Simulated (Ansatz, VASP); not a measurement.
# Two plane-wave programs on Au

```xyz
2
Lattice="2.9186 0.0000 0.0000 -1.4593 2.5276 0.0000 0.0000 0.0000 4.8305" Properties=species:S:1:pos:R:3 pbc="T T T"
Au    0.0000    1.6851    1.2076
Au    1.4593    0.8425    3.6229
```

Alike in both runs: functional PBE; k mesh 16 × 16 × 9; occupations fermi-dirac, width 0.05 eV; non-collinear spin, spin-orbit coupling.

Ansatz relaxed the structure, and its values are those at the end. VASP's run is a single point on that final structure, the one shown.

|  | VASP | Ansatz |
| --- | --- | --- |
| version | VASP 6.6.1 | Ansatz 0.2.0 |
| potentials or method | VASP PAW PBE potentials, release 64 (Au) | PAW with Ansatz's default frozen-core files, fully relativistic files with spin-orbit coupling |
| plane-wave cutoff (eV) | 520 | 420 |
| valence electrons in the cell | 22 | 38 |

Ansatz gave:

```
pressure (GPa) : 0.0
```

Q: What did VASP give for the same quantities?

A: Pressure (GPa): 0.1.

With one functional, cell and mesh, what is left measures potentials, basis and numerics. VASP's potentials hold 22 valence electrons a cell and Ansatz's 38, so a difference there can come from the potentials and not from the codes.
